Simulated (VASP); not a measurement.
A run of VASP 6.6.1 is set up as follows.

The input INCAR:

```
SYSTEM = Nb
ALGO = Fast
EDIFF = 1E-6
ENCUT = 520
GGA = PE
ISIF = 2
ISMEAR = 0
LASPH = .True.
LCHARG = .False.
LREAL = .False.
LWAVE = .False.
NBANDS = 12
NELM = 100
PREC = Accurate
SIGMA = 0.15
```

KPOINTS

```
k-points
0
Gamma
  20 20 20
  0 0 0
```

File POSCAR:

```
Nb
1.0
    0.0000000000      2.2207500000      2.1150000000
    2.2207500000      0.0000000000      2.1150000000
    2.2207500000      2.2207500000      0.0000000000
Nb
1
Direct
    0.0000000000      0.0000000000      0.0000000000
```

Potentials or basis: VASP PAW PBE potentials, release 64 (Nb_sv).

Run with:

```sh
$ cat potpaw_PBE.64/Nb_sv/POTCAR > POTCAR
$ mpirun -np 1 vasp_std > vasp.out
```

Task: Predict the pressure.

Result: -14.8 GPa.

Task: What does it give for the band gap on the k mesh?

Result: Zero (an odd number of electrons rules out a gap without spin polarisation).

Stress tensor (GPa, compression positive):
```
-11.96   0.00   0.00
  0.00 -11.96   0.00
  0.00   0.00 -20.55
```

Caveat: the cell differs from its parent crystal (strain +0.050 along x and y, +0.000 along z); the cell stands under tension.
